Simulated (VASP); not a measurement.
Write the native input for VASP 6.6.1 that does the following.

| Item | Value |
| --- | --- |
| Task | single point |
| Functional | LDA |
| Potentials or basis | VASP PAW LDA potentials, release 64 (Sc_sv) |
| Cutoff | 520 eV |
| k mesh | 13 × 13 × 4 |
| Occupations | fermi-dirac, width 0.1 eV |
| Spin | no spin polarisation |
| Dipole correction | no |
| Further INCAR settings | ALGO = Normal; EDIFF = 1e-06; NBANDS = 30 |

The structure of Sc lies in POSCAR:

```
Sc
1.0
    3.2738639958      0.0000000000      0.0000000000
   -1.6369319979      2.8352493889      0.0000000000
    0.0000000000      0.0000000000     10.4607829833
Sc
4
Direct
    1.0000000000      0.0000000000      0.0000000000
    1.0000000000      0.0000000000      0.5000000000
    0.3333333333      0.6666666667      0.2500000000
    0.6666666667      0.3333333333      0.7500000000
```

This cell differs from its parent crystal: volume scaled by 1.08.

These files were run (other wordings do the same):

INCAR

```
  PREC = Accurate
  ENCUT = 520
  EDIFF = 1E-6
  ISMEAR = -1
  SIGMA = 0.1
  LREAL = False
  LASPH = True
  NELM = 80
  ALGO = Normal
  ISIF = 2
  LWAVE = False
  LCHARG = False
  NBANDS = 30
```

KPOINTS

```
Automatic mesh
0
Gamma
  13 13 4
```

Potentials or basis: VASP PAW LDA potentials, release 64 (Sc_sv).

The run is started by

```sh
$ cat potpaw_LDA.64/Sc_sv/POTCAR > POTCAR
$ mpirun -np 1 vasp_std > vasp.out
```

It gave:

```json
{
 "Pressure": "-3.9 GPa",
 "Band gap on the k mesh": "zero (band 22 reaches 4.38 eV, above the bottom of band 23 at 3.26 eV)"
}
```

Run time: 3 min on 1 thread of Intel Xeon 6975P-C, with other jobs on the host, peak memory 0.26 GiB.
